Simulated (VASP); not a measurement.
Runs of VASP 6.6.1 on SrTe. The structure is that of space group Fm-3m (No. 225), or close to it. The cells are those of the table. 

| task | cell | k mesh | gap on the mesh (eV) | pressure (GPa) | relaxed volume (Å³/atom) |
| --- | --- | --- | --- | --- | --- |
| relaxation of cell and atoms | relaxed from a = 4.751 Å, angles 60.0°, 2 atoms | 8 × 8 × 8 | 1.77 | 0.0 | (a) |
| relaxation of cell and atoms | relaxed from a = 4.598 Å, angles 60.0°, 2 atoms | 8 × 8 × 8 | 1.76 | 0.0 | 37.98 |
| single point | a = 4.751 Å, angles 60.0°, 2 atoms | 8 × 8 × 8 | 1.76 | 0.1 | - |
| single point | a = 4.751 Å, angles 60.0°, 2 atoms | 8 × 8 × 8, shifted | 1.92 | 0.1 | - |

Alike in all rows: level PBE; potentials or basis VASP PAW PBE potentials, release 64 (Sr_sv, Te); no spin polarisation; cutoff (eV) 500; smearing gaussian 0.02 eV.

Q: Estimate the missing entries.

A: (a) 38.02.

Caveats: spin-orbit coupling is left out, which moves the levels of the heavy elements; a shifted mesh leaves out Γ, where band edges can lie (at least some runs).

A k mesh can miss the band edges, and the runs leave out spin-orbit coupling on Sr, Te.
